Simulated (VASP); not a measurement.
# W (Pm-3m) in VASP: notebook, part 2 of 2

VASP 6.6.1. The steps go on from the part before.

### 4 Single point, PBE

This run uses another cell than the first one, of 17.70 Å³/atom, 1.021 times its volume.

INCAR reads:

```
PREC = Accurate
ENCUT = 520
EDIFF = 1E-6
ISMEAR = -1
SIGMA = 0.06122561905347299
LREAL = F
LASPH = T
NELM = 100
ALGO = Normal
ISIF = 2
LWAVE = F
LCHARG = F
GGA = PE
NBANDS = 13
```

KPOINTS reads:

```
Automatic mesh
0
Gamma
  21 21 21
```

POSCAR reads:

```
W
1.0
    2.6062828723      0.0000000000      0.0000000000
    0.0000000000      2.6062828723      0.0000000000
    0.0000000000      0.0000000000      2.6062828723
W
1
Direct
    0.0000000000      0.0000000000      0.0000000000
```

Potentials or basis: VASP PAW PBE potentials, release 64 (W_sv).

The run is started by

```bash
$ cat potpaw_PBE.64/W_sv/POTCAR > POTCAR
$ mpirun -np 1 vasp_std > vasp.out
```

OUTCAR:

```text
PREC = Accurate
   ENCUT = 520
   EDIFF = 1E-6
   ISMEAR = -1
   LREAL = F
   LASPH = T
   NELM = 100
   ISIF = 2
   GGA = PE

 ion  position               nearest neighbor table
   1  0.000  0.000  0.000-

  LATTYP: Found a simple cubic cell.
 ALAT       =     2.6062828723

  Lattice vectors:

 A1 = (   2.6062828723,   0.0000000000,   0.0000000000)
 A2 = (   0.0000000000,   2.6062828723,   0.0000000000)
 A3 = (   0.0000000000,   0.0000000000,   2.6062828723)

[... 552 lines left out ...]
      4     -27.7764      2.00000
      5       2.4424      2.00000
      6       5.8490      2.00000
      7       6.7144      2.00000
      8      12.5339      0.00000
      9      13.1558      0.00000
     10      14.4131      0.00000
     11      21.5659      0.00000
     12      25.2822      0.00000
     13      27.6261      0.00000

 [... further k-points ...]
[... 5 lines left out ...]
  --------------------------------------------------------------------------------------
  -------------------------------------------------------------------------------------
  Total        0.9808851      0.9808851      0.9808851      0.0000000      0.0000000     -0.0000000
  in kB       88.7695581     88.7695581     88.7695581      0.0000000      0.0000000     -0.0000000
  external PRESSURE =      88.7695581 kB  Pullay stress =       0.0000000 kB

 VOLUME and BASIS-vectors are now :
 -----------------------------------------------------------------------------
  energy-cutoff  :      520.00
  volume of cell :       17.70
      direct lattice vectors                 reciprocal lattice vectors
     2.606282872  0.000000000  0.000000000     0.383688206  0.000000000  0.000000000
     0.000000000  2.606282872  0.000000000     0.000000000  0.383688206  0.000000000
     0.000000000  0.000000000  2.606282872     0.000000000  0.000000000  0.383688206

 POSITION                                       TOTAL-FORCE (eV/Angst)
 -----------------------------------------------------------------------------------
      0.00000      0.00000      0.00000         0.000000      0.000000      0.000000
 -----------------------------------------------------------------------------------
    total drift:                               -0.000000      0.000000      0.000000

  FREE ENERGIE OF THE ION-ELECTRON SYSTEM (eV)
  ---------------------------------------------------
  free  energy   TOTEN  =       -11.4938961082 eV

  energy  without entropy=      -11.4812950184  energy(sigma->0) =      -11.48759556
```

stdout:

```text
POSCAR found type information on POSCAR W
 POSCAR found :  1 types and       1 ions
 scaLAPACK will be used
 LDA part: xc-table for (Slater+PW92), standard interpolation
 POSCAR, INCAR and KPOINTS ok, starting setup
 FFT: planning ... GRIDC
 FFT: planning ... GRID_SOFT
 FFT: planning ... GRID
 WAVECAR not read
 entering main loop
```

Run time: 14 s. Hardware: 1 thread of Intel Xeon 6975P-C (Granite Rapids), shared host; peak memory 0.17 GiB.

Results:

```
Free energy            : -11.4939 eV
Pressure               : 8.9 GPa
Band gap on the k mesh : zero (band 7 reaches 11.75 eV, above the bottom of band 8 at 8.72 eV)
```

Caveat: spin-orbit coupling is left out, which moves the levels of the heavy elements.

### 5 Single point, PBE

This run uses another cell than the first one, of 17.70 Å³/atom, 1.021 times its volume.

INCAR reads:

```
SYSTEM = W
PREC = Accurate
ENCUT = 520
EDIFF = 1E-6
ISMEAR = -1
SIGMA = 0.06122561905347299
LREAL = .FALSE.
LASPH = .TRUE.
NELM = 100
ALGO = Normal
ISIF = 2
LWAVE = .FALSE.
LCHARG = .TRUE.
GGA = PE
LELF = .TRUE.
LVHAR = .TRUE.
NBANDS = 13
```

KPOINTS reads:

```
Automatic mesh
0
G
  21 21 21
  0 0 0
```

POSCAR is that of step 4.

The run is started by

```bash
$ cat potpaw_PBE.64/W_sv/POTCAR > POTCAR
$ mpirun -np 1 vasp_std > vasp.out
```

Wall time 16 s (1 thread of Intel Xeon 6975P-C (Granite Rapids), shared host); peak memory 0.17 GiB.

Results (log left out):

```
Free energy            : -11.4939 eV
Pressure               : 8.9 GPa
Band gap on the k mesh : zero (band 7 reaches 11.75 eV, above the bottom of band 8 at 8.72 eV)
```

Levels at points of the mesh, in eV from the Fermi level:
```
           k point  band 5  band 6  band 7  band 8  band 9  band 10
(0.00, 0.00, 0.00)   -8.76   -4.53   -4.53    4.91    4.91     4.91
```

Caveat: spin-orbit coupling is left out, which moves the levels of the heavy elements.

### 6 Single point, PBE

This run uses another cell than the first one, of 18.07 Å³/atom, 1.043 times its volume.

INCAR reads:

```
ALGO = Normal
EDIFF = 1E-6
ENCUT = 520
GGA = PE
ISIF = 2
ISMEAR = -1
LASPH = True
LCHARG = False
LREAL = False
LWAVE = False
NBANDS = 13
NELM = 80
PREC = Accurate
SIGMA = 0.06122561905347299
```

KPOINTS reads:

```
k-points
0
Gamma
  21 21 21
```

POSCAR reads:

```
W
1.0
    2.6242578050      0.0000000000      0.0000000000
    0.0000000000      2.6242578050      0.0000000000
    0.0000000000      0.0000000000      2.6242578050
W
1
Direct
    0.0000000000      0.0000000000      0.0000000000
```

Potentials or basis: VASP PAW PBE potentials, release 64 (W_sv).

The run is started by

```bash
$ cat potpaw_PBE.64/W_sv/POTCAR > POTCAR
$ mpirun -np 1 vasp_std > vasp.out
```

Wall time 14 s (1 thread of Intel Xeon 6975P-C (Granite Rapids), shared host); peak memory 0.17 GiB.

Results (log left out):

```
Free energy            : -11.5087 eV
Pressure               : 3.9 GPa
Band gap on the k mesh : zero (band 7 reaches 11.43 eV, above the bottom of band 8 at 8.49 eV)
```

Levels at points of the mesh, in eV from the Fermi level:
```csv
k point,band 4,band 5,band 6,band 7,band 8,band 9,band 10,band 11
"(0.00, 0.00, 0.00)",-37.70,-8.65,-4.41,-4.41,4.77,4.77,4.77,14.75
```

Caveat: spin-orbit coupling is left out, which moves the levels of the heavy elements.

### 7 Summary

| cell | gap on the mesh (eV) | pressure (GPa) |
| --- | --- | --- |
| a = 2.588 Å, 1 atom | none | 14.4 |
| a = 2.606 Å, 1 atom | none | 8.9 |
| a = 2.624 Å, 1 atom | none | 3.9 |

Alike in all rows: task single point; level PBE; potentials or basis VASP PAW PBE potentials, release 64 (W_sv); no spin polarisation; k mesh 21 × 21 × 21; cutoff (eV) 520; smearing fermi-dirac 0.0612256 eV.

Caveats: spin-orbit coupling is left out, which moves the levels of the heavy elements.

Total energies depend on the potentials used, so only differences within one code and one set of settings carry meaning.
